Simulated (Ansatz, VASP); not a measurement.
Two plane-wave programs on CdO

The input POSCAR:

```
CdO
1.0
    0.0000000000      2.3991530911      2.3991530911
    2.3991530911      0.0000000000      2.3991530911
    2.3991530911      2.3991530911      0.0000000000
Cd O
1 1
Direct
    0.0000000000      0.0000000000      0.0000000000
    0.5000000000      0.5000000000      0.5000000000
```

INCAR.step1

```
PREC     = Accurate       # precision mode
ENCUT    = 770            # plane-wave cutoff, eV
ISMEAR   = -1             # smearing method
SIGMA    = 0.02           # smearing width, eV
LREAL    = False          # projectors in reciprocal space
LASPH    = True           # aspherical terms in the spheres
NELM     = 120            # most SCF steps
NBANDS   = 20             # bands
GGA      = PE             # functional
ALGO     = Normal         # electronic algorithm
EDIFF    = 1E-5           # SCF threshold, eV
LWAVE    = True           # write WAVECAR
LCHARG   = False          # write CHGCAR
GGA_COMPAT= False
```

The input INCAR.step2:

```
PREC     = Accurate       # precision mode
ENCUT    = 770            # plane-wave cutoff, eV
EDIFF    = 1E-6           # SCF threshold, eV
ISMEAR   = -1             # smearing method
SIGMA    = 0.02           # smearing width, eV
LREAL    = False          # projectors in reciprocal space
LASPH    = True           # aspherical terms in the spheres
NELM     = 120            # most SCF steps
ALGO     = Normal         # electronic algorithm
ISIF     = 2              # what is computed and relaxed
LWAVE    = False          # write WAVECAR
LCHARG   = False          # write CHGCAR
METAGGA  = R2SCAN         # meta-GGA
LMIXTAU  = True         
NBANDS   = 20             # bands
ISTART   = 1            
GGA_COMPAT= False
```

Contents of KPOINTS:

```
Automatic mesh
0
Gamma
  8 8 8
```

Input for Ansatz:

```yaml
crystal:
  lattice:
    - [0.0, 2.3991530911, 2.3991530911]
    - [2.3991530911, 0.0, 2.3991530911]
    - [2.3991530911, 2.3991530911, 0.0]
  atoms:
    - { symbol: Cd, position: [0.0, 0.0, 0.0] }
    - { symbol: O, position: [0.5, 0.5, 0.5] }
kpoints:
  mp_grid: { grid: [8, 8, 8] }
hamiltonian:
  xc: r2scan
scf:
  occupations: { method: fermi_dirac, width: 0.02 }
  n_extra_bands: 4
output:
  forces: true
  stress: true
  eigenvalues: true
```

Alike in both runs: task single point; functional r2SCAN; k mesh 8 × 8 × 8; occupations fermi-dirac, width 0.02 eV; no spin polarisation.

|  | VASP | Ansatz |
| --- | --- | --- |
| version | VASP 6.6.1 | Ansatz 0.2.0 |
| potentials or method | VASP PAW PBE potentials, release 64 (Cd_sv_GW, O) | plane waves, PAW |
| plane-wave cutoff (eV) | 770 | 500 |
| valence electrons in the cell | 26 | 26 |

Ansatz gave:

* pressure (GPa): -7.5

Problem. Estimate VASP's values.

Solution. Pressure (GPa): -7.9.

VASP's potentials were made for PBE, not for r2SCAN.
